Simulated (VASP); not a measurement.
Crystal: ZnS.

```
CELL_PARAMETERS angstrom
3.76048 0.00000 0.00000
-1.88024 3.25667 0.00000
0.00000 0.00000 18.43739
ATOMIC_POSITIONS crystal
Zn 0.33333 0.66667 0.83333
Zn 0.66667 0.33333 0.33333
Zn 0.66667 0.33333 0.66667
Zn 0.33333 0.66667 0.16667
Zn 0.00000 0.00000 0.50000
Zn 0.00000 0.00000 0.00000
S 0.33333 0.66667 0.95833
S 0.66667 0.33333 0.45833
S 0.66667 0.33333 0.79167
S 0.33333 0.66667 0.29167
S 0.00000 0.00000 0.62500
S 0.00000 0.00000 0.12500
```

Base run:

| Property | Result |
| --- | --- |
| Program | VASP 6.6.1 |
| Functional | PBE exchange alone |
| Potentials or basis | VASP PAW PBE potentials, release 64 (Zn, S) |
| Cutoff | 520 eV |
| k mesh | 8 × 8 × 2 |
| Occupations | fermi-dirac, width 0.05 eV |
| Spin | no spin polarisation |

Its results: band gap on the k mesh 2.41 eV; pressure 17.0 GPa; largest force 0.053 eV/Å.

Task: After a change of settings the same cell gave: band gap on the k mesh 2.52 eV; pressure -2.8 GPa; largest force 0.022 eV/Å. Which change was it?
A. functional from PBE exchange alone to PBE; further incar settings from ALGO = Normal; EDIFF = 1e-06; NBANDS = 66 to ALGO = Normal; EDIFF = 1e-07; NBANDS = 66
B. functional from PBE exchange alone to LDA; potentials or basis from VASP PAW PBE potentials, release 64 (Zn, S) to VASP PAW LDA potentials, release 64 (Zn, S)
C. functional from PBE exchange alone to RPBE; dispersion from none to D3(BJ)

Result: C.

Caveats: the cell stands under pressure (at least some runs); the dispersion term is far too large for a dense solid, which distorts pressure and volume (at least some runs); the PAW data sets were made with another functional, which shifts forces and pressure a little (at least some runs).
